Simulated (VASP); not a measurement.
Input of a VASP 6.6.1 run:

Contents of INCAR:

```
SYSTEM = Fe
ALGO = Normal
EDIFF = 1E-6
ENCUT = 520
GGA = PE
ISIF = 2
ISMEAR = 0
ISPIN = 2
LASPH = .TRUE.
LCHARG = .FALSE.
LMAXMIX = 4
LORBIT = 11
LREAL = .FALSE.
LWAVE = .FALSE.
MAGMOM = 2.44
NBANDS = 14
NELM = 150
PREC = Accurate
SIGMA = 0.15
```

The input KPOINTS:

```
k-points
0
G
  10 10 10
  0 0 0
```

The input POSCAR:

```
Fe
1.0
   -1.5715103435      1.4157750842      1.4818917806
    1.5715103435     -1.4157750842      1.4818917806
    1.5715103435      1.4157750842     -1.4818917806
Fe
1
Direct
    0.0000000000      0.0000000000      0.0000000000
```

Potentials or basis: VASP PAW PBE potentials, release 64 (Fe).

Run with:

```sh
$ cat potpaw_PBE.64/Fe/POTCAR > POTCAR
$ mpirun -np 1 vasp_std > vasp.out
```

**Question.** Estimate the pressure.

**Answer.** -15.2 GPa.

**Question.** Estimate the net moment.

**Answer.** 2.62 μB per cell.

Stress tensor (GPa, compression positive):
```
-17.18   0.00   0.00
  0.00 -13.36   0.00
  0.00   0.00 -15.13
```

Caveat: the cell differs from its parent crystal (normal strain along x +0.1100, normal strain along z +0.0467).
